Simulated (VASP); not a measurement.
Runs of VASP 6.6.1 on SnW. The structure is that of space group Fm-3m (No. 225), or close to it. The cells are those of the table. The cell was built from a structure type or drawn by symmetry, and may not be a known phase.

```tsv
task	cell	k mesh	cutoff (eV)	gap on the mesh (eV)	pressure (GPa)	relaxed volume (Å³/atom)
single point	a = 3.918 Å, angles 60.0°, 2 atoms	6 × 6 × 6	520	none	0.1	-
single point	a = 3.919 Å, angles 60.0°, 2 atoms	18 × 18 × 18	520	none	0.1	-
single point	a = 4.210 Å, angles 60.0°, 2 atoms	6 × 6 × 6	520	none	-16.7	-
relaxation of cell and atoms	relaxed from a = 3.918 Å, angles 60.0°, 2 atoms	18 × 18 × 18	600	none	0.0	21.30
relaxation of cell and atoms	relaxed from a = 4.210 Å, angles 60.0°, 2 atoms	6 × 6 × 6	600	none	0.2	(a)
```

Alike in all rows: level PBE; potentials or basis VASP PAW PBE potentials, release 64 (Sn_d, W_sv); no spin polarisation; smearing gaussian 0.1 eV.

Task: Estimate the missing entries.

Result: (a) 21.25.

Caveats: spin-orbit coupling is left out, which moves the levels of the heavy elements; the cell stands under tension (at least some runs); the volume moved by over 15 % at a fixed basis, so the end points are rough (at least some runs).

A k mesh can miss the band edges, and the runs leave out spin-orbit coupling on Sn, W.

A gap of «none» marks levels without a gap at the run's occupations.
